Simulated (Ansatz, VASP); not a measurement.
**Ta2Si in VASP and in Ansatz**

```
Ta Si
1.0
    -3.06838    3.06838    2.62070
     3.06838   -3.06838    2.62070
     3.06838    3.06838   -2.62070
Ta Si
4 2
Direct
  0.66307 0.83693 0.50000
  0.83693 0.33693 0.17387
  0.33693 0.16307 0.50000
  0.16307 0.66307 0.82613
  0.25000 0.25000 0.00000
  0.75000 0.75000 0.00000
```

Change from the starting cell: strain +0.000 along x and y, +0.040 along z, atoms carried along.

Alike in both runs: task single point; functional PBEsol; k mesh 12 × 12 × 12; occupations gaussian, width 0.15 eV; no spin polarisation.

|  | VASP | Ansatz |
| --- | --- | --- |
| version | VASP 6.6.1 | Ansatz 0.2.0 |
| potentials or method | VASP PAW PBE potentials, release 64 (Ta_pv, Si), cutoff 520 eV | scalar-relativistic, plane waves, PAW |
| valence electrons in the cell | 52 | 60 |

```csv
,VASP,Ansatz,Ansatz less VASP
gap on the k mesh at the Fermi level (eV),none,none,-
pressure (GPa),-7.7,-7.9,-0.23
"traceless stress, the component that is largest in VASP (GPa)",-3.91,-3.89,+0.017
rms of the force components (eV/Å),0.039,0.042,+0.0029
```

VASP's potentials were made for PBE, not for PBEsol. Atom by atom the forces differ by 0.003 eV/Å (rms over components). A gap of «none» marks a metal or a gap that the smearing closes. VASP's potentials hold 52 valence electrons a cell and Ansatz's 60, so a difference there can come from the potentials and not from the codes.

Spin-orbit coupling is off throughout.
